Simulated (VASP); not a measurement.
Here is a VASP 6.6.1 calculation.

The input INCAR:

```
SYSTEM = Ca
PREC = Accurate
ENCUT = 520
EDIFF = 1E-6
ISMEAR = -1
SIGMA = 0.05
LREAL = .False.
LASPH = .True.
NELM = 80
ALGO = Normal
ISIF = 2
LWAVE = .False.
LCHARG = .False.
GGA = B5
ALDAX = 1.0
AGGAX = 1.0
AGGAC = 1.0
ALDAC = 0.0
NBANDS = 17
```

The input KPOINTS:

```
Automatic mesh
0
Gamma
  8 8 4
  0 0 0
```

File POSCAR:

```
Ca
1.0
    3.9800000000      0.0000000000      0.0000000000
   -1.9900000000      3.4467811071      0.0000000000
    0.0000000000      0.0000000000      6.5200000000
Ca
2
Direct
    0.6666666667      0.3333333333      0.7500000000
    0.3333333333      0.6666666667      0.2500000000
```

Potentials or basis: VASP PAW PBE potentials, release 64 (Ca_sv).

Launch:

```bash
$ cat potpaw_PBE.64/Ca_sv/POTCAR > POTCAR
$ mpirun -np 1 vasp_std > vasp.out
```

**Question.** What does it give for the pressure?

**Answer.** -0.6 GPa.

**Question.** Predict the band gap on the k mesh.

**Answer.** Zero (band 10 reaches 2.45 eV, above the bottom of band 11 at 2.06 eV).

Stress tensor (GPa, compression positive):
```
-0.71  0.00  0.00
 0.00 -0.71  0.00
 0.00  0.00 -0.47
```

Caveat: the PAW data sets were made with another functional, which shifts forces and pressure a little.
